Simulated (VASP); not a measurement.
# PbS (Pm-3m) in VASP: a series of runs, part 2 of 2

VASP 6.6.1. The steps go on from the part before.

## 5. Single point, PBE-based screened hybrid with 5 % exact exchange

POSCAR reads:

```
PbS
1.0
    3.6536590000      0.0000000000      0.0000000000
    0.0000000000      3.6536590000      0.0000000000
    0.0000000000      0.0000000000      3.6536590000
Pb S
1 1
Direct
    0.0000000000      0.0000000000      0.0000000000
    0.5000000000      0.5000000000      0.5000000000
```

INCAR.step1 reads:

```
SYSTEM = PbS
PREC = Accurate
ENCUT = 520
EDIFF = 1E-5
ISMEAR = -1
SIGMA = 0.05
LREAL = .False.
LASPH = .True.
NELM = 100
ALGO = Normal
ISIF = 2
LWAVE = .True.
GGA = PE
NBANDS = 17
```

INCAR.step2 reads:

```
SYSTEM = PbS
PREC = Accurate
ENCUT = 520
EDIFF = 1E-6
ISMEAR = -1
SIGMA = 0.05
LREAL = .False.
LASPH = .True.
NELM = 100
ALGO = Normal
ISIF = 2
LWAVE = .False.
LCHARG = .True.
GGA = PE
LHFCALC = .True.
AEXX = 0.05
HFSCREEN = 0.2
PRECFOCK = Normal
LELF = .True.
LVHAR = .True.
ISTART = 1
NBANDS = 17
```

KPOINTS reads:

```
regular mesh
0
Gamma
  4 4 4
  0 0 0
```

Potentials or basis: VASP PAW PBE potentials, release 64 (Pb_d, S).

Launch:

```sh
$ cat potpaw_PBE.64/Pb_d/POTCAR potpaw_PBE.64/S/POTCAR > POTCAR
$ cp INCAR.step1 INCAR
$ mpirun -np 1 vasp_std > vasp.out
$ cp INCAR.step2 INCAR
$ mpirun -np 1 vasp_std > vasp.out
```

OUTCAR:

```text
SYSTEM = PbS
   PREC = Accurate
   ENCUT = 520
   EDIFF = 1E-6
   ISMEAR = -1
   LREAL = .False.
   LASPH = .True.
   NELM = 100
   ISIF = 2
   GGA = PE
   LHFCALC = .True.
   AEXX = 0.05
   HFSCREEN = 0.2
   PRECFOCK = Normal
   ISTART = 1

 ion  position               nearest neighbor table
   1  0.000  0.000  0.000-   2 3.16   2 3.16   2 3.16   2 3.16   2 3.16   2 3.16   2 3.16   2 3.16

   2  0.500  0.500  0.500-   1 3.16   1 3.16   1 3.16   1 3.16   1 3.16   1 3.16   1 3.16   1 3.16

  LATTYP: Found a simple cubic cell.
 ALAT       =     3.6536590000

  Lattice vectors:

 A1 = (   3.6536590000,   0.0000000000,   0.0000000000)
 A2 = (   0.0000000000,   3.6536590000,   0.0000000000)
 A3 = (   0.0000000000,   0.0000000000,   3.6536590000)

Analysis of symmetry for initial positions (statically):
=====================================================================
 Subroutine PRICEL returns:
 Original cell was already a primitive cell.

 Routine SETGRP: Setting up the symmetry group for a
 simple cubic supercell.
[... 156 lines left out ...]
  free energy    TOTEN  =        -8.49823263 eV

  energy without entropy =       -8.49227345  energy(sigma->0) =       -8.49525304

 E-fermi :   5.8695     XC(G=0):  -9.8182

 val. band max:        5.7479745247   @ k =   0.5000   0.5000   0.0000
 cond. band min:       5.9473576009   @ k =   0.5000   0.0000   0.0000
 fundamental gap:      0.1993830762
 Fermi energy:         5.8695418693

 k-point     1 :       0.0000    0.0000    0.0000
  band No.  band energies     occupation
      1     -11.2503      2.00000
      2     -11.2503      2.00000
      3     -11.0402      2.00000
      4     -11.0402      2.00000
      5     -11.0402      2.00000
      6      -7.3761      2.00000
[... 177 lines left out ...]
      4     -10.9875      2.00000
      5     -10.9875      2.00000
      6      -5.0520      2.00000
[... 9 lines left out ...]
     16      20.0121      0.00000
     17      22.7419      0.00000

------------------------ aborting loop because EDIFF is reached ----------------------------------------

  FORCE on cell =-STRESS in cart. coord.  units (eV):
  Direction    XX          YY          ZZ          XY          YZ          ZX
  --------------------------------------------------------------------------------------
  -------------------------------------------------------------------------------------
  Total       -0.3083550     -0.3083550     -0.3083550      0.0000000      0.0000000     -0.0000000
  in kB      -10.1292547    -10.1292547    -10.1292547      0.0000000      0.0000000     -0.0000000
  external PRESSURE =     -10.1292547 kB  Pullay stress =       0.0000000 kB

 VOLUME and BASIS-vectors are now :
 -----------------------------------------------------------------------------
  energy-cutoff  :      520.00
  volume of cell :       48.77
      direct lattice vectors                 reciprocal lattice vectors
     3.653659000  0.000000000  0.000000000     0.273698230  0.000000000  0.000000000
     0.000000000  3.653659000  0.000000000     0.000000000  0.273698230  0.000000000
     0.000000000  0.000000000  3.653659000     0.000000000  0.000000000  0.273698230

 POSITION                                       TOTAL-FORCE (eV/Angst)
 -----------------------------------------------------------------------------------
      0.00000      0.00000      0.00000         0.000000      0.000000      0.000000
      1.82683      1.82683      1.82683         0.000000      0.000000      0.000000
 -----------------------------------------------------------------------------------
    total drift:                                0.000003      0.000002      0.000002

  FREE ENERGIE OF THE ION-ELECTRON SYSTEM (eV)
  ---------------------------------------------------
  free  energy   TOTEN  =        -8.4982326299 eV

  energy  without entropy=       -8.4922734451  energy(sigma->0) =       -8.49525304
```

OSZICAR.step1:

```text
N       E                     dE             d eps       ncg     rms          rms(c)
DAV:   1     0.154404389472E+03    0.15440E+03   -0.96343E+03   340   0.127E+03
DAV:   2     0.196048074073E+01   -0.15244E+03   -0.14693E+03   372   0.314E+02
DAV:   3    -0.863130758053E+01   -0.10592E+02   -0.10473E+02   425   0.881E+01
DAV:   4    -0.887914978023E+01   -0.24784E+00   -0.24769E+00   463   0.144E+01
DAV:   5    -0.888789492135E+01   -0.87451E-02   -0.87445E-02   494   0.260E+00    0.428E+00
DAV:   6    -0.819241080476E+01    0.69548E+00   -0.17583E+00   508   0.931E+00    0.307E+00
DAV:   7    -0.818750519459E+01    0.49056E-02   -0.12712E-01   389   0.185E+00    0.180E+00
DAV:   8    -0.818415816939E+01    0.33470E-02   -0.15025E-02   394   0.117E+00    0.311E-01
DAV:   9    -0.818396326959E+01    0.19490E-03   -0.16074E-03   485   0.297E-01    0.107E-01
DAV:  10    -0.818406567081E+01   -0.10240E-03   -0.22033E-04   402   0.978E-02    0.864E-02
DAV:  11    -0.818405303698E+01    0.12634E-04   -0.34677E-05   409   0.530E-02    0.719E-03
DAV:  12    -0.818405288334E+01    0.15364E-06   -0.91753E-07   215   0.677E-03
   1 F= -.81840529E+01 E0= -.81802799E+01  d E =-.754587E-02
```

Wall time 6.5 min (1 thread of Intel Xeon Platinum 8375C at 2.90GHz (Ice Lake), shared host); peak memory 0.28 GiB.

Results:

| Item | Value |
| --- | --- |
| Free energy | -8.4982 eV |
| Pressure | -1.0 GPa |
| Band gap on the k mesh | zero (bands 10 and 11 overlap by 0.31 eV) |

Caveat: the k points lie up to 0.43 Å⁻¹ apart; the PAW data sets were made with another functional, which shifts forces and pressure a little; spin-orbit coupling is left out, which moves the levels of the heavy elements.

## 6. Overview

```csv
task,level,cell,cutoff (eV),share of exact exchange,screening parameter,gap on the mesh (eV),pressure (GPa)
relaxation of cell and atoms,HF,relaxed,600,1,-,5.01,0.0
single point,PBE-based screened hybrid with 25 % exact exchange,as given,520,0.25,0.4 1/Å,none,-2.0
single point,PBE-based screened hybrid with 25 % exact exchange,as given,520,0.25,0.6 1/Å,none,-1.6
single point,PBE-based screened hybrid with 5 % exact exchange,as given,520,0.05,0.2 1/Å,none,-1.0
```

Alike in all rows: potentials or basis VASP PAW PBE potentials, release 64 (Pb_d, S); no spin polarisation; k mesh 4 × 4 × 4; smearing fermi-dirac 0.05 eV.

Caveats: all runs use coarse meshes; the PAW data sets were made with another functional, which shifts forces and pressure a little; spin-orbit coupling is left out, which moves the levels of the heavy elements.

Absolute energies hang on the potentials; compare differences alone.

The gap in the log of VASP goes by the Fermi energy; the results here count the filled bands.